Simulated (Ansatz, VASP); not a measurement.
# CdH2 in VASP and in Ansatz

INCAR

```
SYSTEM = CdH2
ALGO     = Normal         ! electronic algorithm
EDIFF    = 1E-6           ! SCF threshold, eV
EDIFFG   = -0.04          ! ionic threshold
ENCUT    = 600            ! plane-wave cutoff, eV
GGA      = PE             ! functional
IBRION   = 2              ! ionic algorithm
ISIF     = 3              ! what is computed and relaxed
ISMEAR   = 0              ! smearing method
LASPH    = .True.         ! aspherical terms in the spheres
LCHARG   = .False.        ! write CHGCAR
LREAL    = .False.        ! projectors in reciprocal space
LWAVE    = .False.        ! write WAVECAR
NELM     = 60             ! most SCF steps
NSW      = 90             ! ionic steps
PREC     = Accurate       ! precision mode
SIGMA    = 0.1            ! smearing width, eV
```

Contents of KPOINTS:

```
k-points
0
Gamma
  6 6 6
  0 0 0
```

Contents of POSCAR:

```
CdH2
1.0
    0.0000000000      2.9375581700      2.9375581700
    2.9375581700      0.0000000000      2.9375581700
    2.9375581700      2.9375581700      0.0000000000
Cd H
1 2
Direct
    0.0000000000      0.0000000000      0.0000000000
    0.2500000000      0.2500000000      0.2500000000
    0.7500000000      0.7500000000      0.7500000000
```

Input for Ansatz:

```yaml
crystal:
  lattice:
    - [0.0, 2.93755817, 2.93755817]
    - [2.93755817, 0.0, 2.93755817]
    - [2.93755817, 2.93755817, 0.0]
  atoms:
    - { symbol: Cd, position: [0.0, 0.0, 0.0] }
    - { symbol: H, position: [0.25, 0.25, 0.25] }
    - { symbol: H, position: [0.75, 0.75, 0.75] }
basis:
  ecutwfc: 420
kpoints:
  mp_grid: { grid: [6, 6, 6] }
hamiltonian:
  xc: pbe
scf:
  occupations: { method: gaussian, width: 0.1 }
  lower_state_search: "off"
output:
  forces: true
  stress: true
  eigenvalues: true
relax:
  adjacent_minimum: "off"
  f_tol: 0.04
  max_steps: 70
  cell: { stress_tol: 0.4 }
```

Change from the starting cell: ordered vacancies on the cation sites of caesium chloride (Fm-3m, No. 225).

Alike in both runs: task relaxation of cell and atoms; functional PBE; k mesh 6 × 6 × 6; occupations gaussian, width 0.1 eV; no spin polarisation.

```csv
,VASP,Ansatz
version,VASP 6.6.1,Ansatz 0.2.0
potentials or method,"VASP PAW PBE potentials, release 64 (Cd, H), cutoff 600 eV","scalar-relativistic, plane waves, PAW"
valence electrons in the cell,14,22
```

Ansatz gave:

| Property | Result |
| --- | --- |
| gap on the k mesh at the Fermi level, each at its own relaxed structure (eV) | none |
| relaxed volume (Å³/atom) | 11.06 |
| relaxed length of the cell vector where the two differ most in proportion (Å) | 3.607 |

Q: What did VASP give for the same quantities?

A: gap on the k mesh at the Fermi level, each at its own relaxed structure (eV): none; relaxed volume (Å³/atom): 11.10; relaxed length of the cell vector where the two differ most in proportion (Å): 3.612.

A gap of «none» marks a metal or a gap that the smearing closes. VASP's potentials hold 14 valence electrons a cell and Ansatz's 22, so a difference there can come from the potentials and not from the codes.

Noted on VASP's run: the volume moved by over 15 % at a fixed basis, so the end points are rough.
